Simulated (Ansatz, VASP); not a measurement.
# Two plane-wave programs on GaAs

```
Ga As
1.0
     0.00000    2.83267    2.83267
     2.83267    0.00000    2.83267
     2.83267    2.83267    0.00000
Ga As
1 1
Direct
  0.00000 0.00000 0.00000
  0.25000 0.25000 0.25000
```

Alike in both runs: functional r2SCAN; k mesh 8 × 8 × 8; occupations gaussian, width 0.02 eV; no spin polarisation.

Ansatz relaxed the structure, and its values are those at the end. VASP's run is a single point on that final structure, the one shown.

```csv
,VASP,Ansatz
version,VASP 6.6.1,Ansatz 0.2.0
potentials or method,"VASP PAW PBE potentials, release 64 (Ga_d, As), cutoff 550 eV","scalar-relativistic, plane waves, PAW"
valence electrons in the cell,18,28
```

VASP gave:

- gap on the k mesh at the Fermi level (eV): 0.95
- least direct gap on the mesh (eV): 0.95
- pressure (GPa): 0.2

Q: Which values does Ansatz return?

A: gap on the k mesh at the Fermi level (eV): 0.97; least direct gap on the mesh (eV): 0.97; pressure (GPa): 0.0.

VASP's potentials were made for PBE, not for r2SCAN. With one functional, cell and mesh, what is left measures potentials, basis and numerics. VASP's potentials hold 18 valence electrons a cell and Ansatz's 28, so a difference there can come from the potentials and not from the codes.
